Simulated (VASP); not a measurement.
**FeNi2: relaxation of cell and atoms with PBE**

Crystal: FeNi2.

```
Fe Ni
1.0
     0.00000    2.70676    2.70676
     2.70676    0.00000    2.70676
     2.70676    2.70676    0.00000
Fe Ni
1 2
Cartesian
  0.0000 0.0000 0.0000
  1.3534 1.3534 1.3534
  4.0601 4.0601 4.0601
```

```yaml
Program: VASP 6.6.1
Task: relaxation of cell and atoms
Functional: PBE
Potentials_or_basis: VASP PAW PBE potentials, release 64 (Fe, Ni)
Cutoff: 600 eV
k_mesh: 14 × 14 × 14
Occupations: gaussian, width 0.1 eV
Spin: collinear spin, ferromagnetic start
Starting_moments: "[2.98, 0.84, 0.84] μB"
Dipole_correction: no
Further_INCAR_settings: ALGO = Fast; EDIFF = 1e-07; IBRION = 2; EDIFFG = -0.01; NSW = 100; ISIF = 3
```

* Pressure after relaxing: -0.1 GPa
* Net moment: 4.11 μB per cell
* Site moments: Fe +2.74; Ni +0.70 μB
* Valence electrons inside the program's atomic spheres: Fe 7.24; Ni 9.24

Final structure:
```
Fe Ni
1.0
     0.00000    2.70676    2.70676
     2.70676    0.00000    2.70676
     2.70676    2.70676    0.00000
Fe Ni
1 2
Direct
  0.00000 0.00000 0.00000
  0.25000 0.25000 0.25000
  0.75000 0.75000 0.75000
```

Levels at points of the mesh, in eV from the Fermi level:
Spin up:
| k point | band 12 | band 13 | band 14 | band 15 | band 16 | band 17 | band 18 | band 19 | band 20 |
| --- | --- | --- | --- | --- | --- | --- | --- | --- | --- |
| (0.00, 0.00, 0.00) | -1.15 | -1.15 | -1.06 | -1.06 | -1.06 | 8.51 | 8.51 | 8.51 | 10.21 |
| (0.50, 0.00, 0.00) | -1.70 | -1.47 | -1.47 | -0.89 | -0.89 | -0.01 | 6.73 | 6.73 | 9.15 |
| (0.50, 0.50, 0.00) | -1.42 | -1.18 | -0.70 | -0.70 | -0.19 | 0.26 | 1.85 | 1.85 | 6.76 |
Spin down:
| k point | band 9 | band 10 | band 11 | band 12 | band 13 | band 14 | band 15 | band 16 |
| --- | --- | --- | --- | --- | --- | --- | --- | --- |
| (0.00, 0.00, 0.00) | -1.83 | -0.08 | -0.08 | 0.02 | 0.02 | 0.02 | 1.19 | 1.19 |
| (0.50, 0.00, 0.00) | -1.92 | -1.30 | -1.30 | -1.14 | 0.58 | 0.58 | 1.08 | 1.08 |
| (0.50, 0.50, 0.00) | -1.40 | -0.72 | -0.12 | 0.23 | 0.34 | 1.03 | 1.03 | 1.04 |

It took 5.9 min on 1 thread of AMD EPYC 7R13 (shared host), peak memory 0.29 GiB.

Caveat: the relaxation stopped at its first step, so nothing moved.
